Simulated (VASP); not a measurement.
KCaCl3: single point with LDA

Crystal: KCaCl3.

```
CELL_PARAMETERS angstrom
5.46742 0.00000 0.00000
0.00000 5.46742 0.00000
0.00000 0.00000 5.24872
ATOMIC_POSITIONS crystal
K 0.00000 0.00000 0.00000
Ca 0.50000 0.50000 0.50000
Cl 0.00000 0.50000 0.50000
Cl 0.50000 0.00000 0.50000
Cl 0.50000 0.50000 0.00000
```

This cell differs from its parent crystal: ratio of the length along z to the lengths across it x 0.96, volume and fractional coordinates fixed.

```
Program             : VASP 6.6.1
Task                : single point
Functional          : LDA
Potentials or basis : VASP PAW LDA potentials, release 64 (K_sv, Ca_sv, Cl)
Cutoff              : 520 eV
k mesh              : 6 × 6 × 6
Occupations         : gaussian, width 0.05 eV
Spin                : no spin polarisation
```

The pressure is -2.5 GPa and the band gap on the k mesh is 4.34 eV (least direct gap 4.63 eV).

Stress tensor (GPa, compression positive):
```
-3.13  0.00  0.00
 0.00 -3.13  0.00
 0.00  0.00 -1.29
```

Levels at points of the mesh, in eV from the valence-band top:
```csv
k point,band 18,band 19,band 20,band 21,band 22,band 23
"(0.00, 0.00, 0.00)",-0.30,-0.30,-0.29,4.34,5.38,5.38
"(0.50, 0.00, 0.00)",-0.69,-0.39,-0.38,5.53,6.12,6.26
"(0.50, 0.50, 0.00)",-0.83,-0.83,-0.05,6.45,6.45,6.84
"(0.00, 0.00, 0.50)",-0.67,-0.40,-0.40,5.59,6.16,6.30
"(0.50, 0.00, 0.50)",-0.83,-0.83,-0.01,6.51,6.69,6.81
"(0.50, 0.50, 0.50)",-0.04,0.00,0.00,5.96,7.04,7.06
```

Wall time 72 s on 1 thread of Intel(R) Xeon(R) 6975P-C (Granite Rapids), with other jobs on the host, peak memory 0.32 GiB.

 A k mesh can miss the band edges.
